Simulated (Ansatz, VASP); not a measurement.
# One calculation of BeAl3, two programs

Contents of INCAR:

```
SYSTEM = BeAl3
PREC = Accurate
ENCUT = 520
EDIFF = 1E-7
ISMEAR = -1
SIGMA = 0.05
LREAL = .FALSE.
LASPH = .TRUE.
NELM = 80
ALGO = Fast
ISIF = 2
LWAVE = .FALSE.
LCHARG = .FALSE.
GGA = B5
ALDAX = 1.0
AGGAX = 1.0
AGGAC = 1.0
ALDAC = 0.0
NBANDS = 14
```

The input KPOINTS:

```
Automatic mesh
0
G
  6 6 6
  0 0 0
```

File POSCAR:

```
BeAl3
1.0
   -1.9421910000      1.9421910000      3.8518930000
    1.9421910000     -1.9421910000      3.8518930000
    1.9421910000      1.9421910000     -3.8518930000
Al Be
3 1
Direct
    0.5000000000      0.5000000000      0.0000000000
    0.2500000000      0.7500000000      0.5000000000
    0.7500000000      0.2500000000      0.5000000000
    0.0000000000      0.0000000000      0.0000000000
```

input.yaml

```yaml
crystal:
  lattice:
    - [-1.942191, 1.942191, 3.851893]
    - [1.942191, -1.942191, 3.851893]
    - [1.942191, 1.942191, -3.851893]
  atoms:
    - { symbol: Al, position: [0.5, 0.5, 0.0] }
    - { symbol: Al, position: [0.25, 0.75, 0.5] }
    - { symbol: Al, position: [0.75, 0.25, 0.5] }
    - { symbol: Be, position: [0.0, 0.0, 0.0] }
hamiltonian:
  xc: blyp
  pseudopotentials: { kind: paw }
kpoints:
  mp_grid: { grid: [6, 6, 6] }
  band_path:
    path:
      - [[0.0, 0.0, 0.0], [0.0, 0.0, 0.5], [-0.1271175312, 0.1271175312, 0.5], [-0.3135587656, 0.3135587656, 0.3135587656], [0.0, 0.0, 0.0], [0.5, 0.5, -0.5], [0.3135587656, 0.6864412344, -0.3135587656], [0.0, 0.5, 0.0], [0.25, 0.25, 0.25], [0.5, 0.5, -0.1271175312], [0.5, 0.5, -0.5]]
      - [[0.0, 0.0, 0.5], [0.25, 0.25, 0.25]]
    npoints: 14
scf:
  occupations: { method: fermi_dirac, width: 0.05 }
  n_extra_bands: 10
output:
  forces: true
  stress: true
  eigenvalues: true
  fatbands: false
  write_density: true
  write_potential: true
  elf: true
  volumetric_format: npy
```

Alike in both runs: functional BLYP; k mesh 6 × 6 × 6; occupations fermi-dirac, width 0.05 eV; no spin polarisation.

|  | VASP | Ansatz |
| --- | --- | --- |
| version | VASP 6.6.1 | Ansatz 0.2.0 |
| potentials or method | VASP PAW PBE potentials, release 64 (Al, Be) | Ansatz PAW |
| plane-wave cutoff (eV) | 520 | 420 |
| valence electrons in the cell | 11 | 11 |
| task | single point | band structure |

|  | VASP | Ansatz | Ansatz less VASP |
| --- | --- | --- | --- |
| gap on the k mesh at the Fermi level (eV) | none | none | - |
| pressure (GPa) | 3.2 | 3.1 | -0.15 |
| traceless stress, the component that is largest in VASP (GPa) | -2.31 | -2.32 | -0.010 |

VASP's potentials were made for PBE, not for BLYP. A gap of «none» marks a metal or a gap that the smearing closes. With one functional, cell and mesh, what is left measures potentials, basis and numerics.

The k mesh is coarse, so the values compare programs but aren't converged.
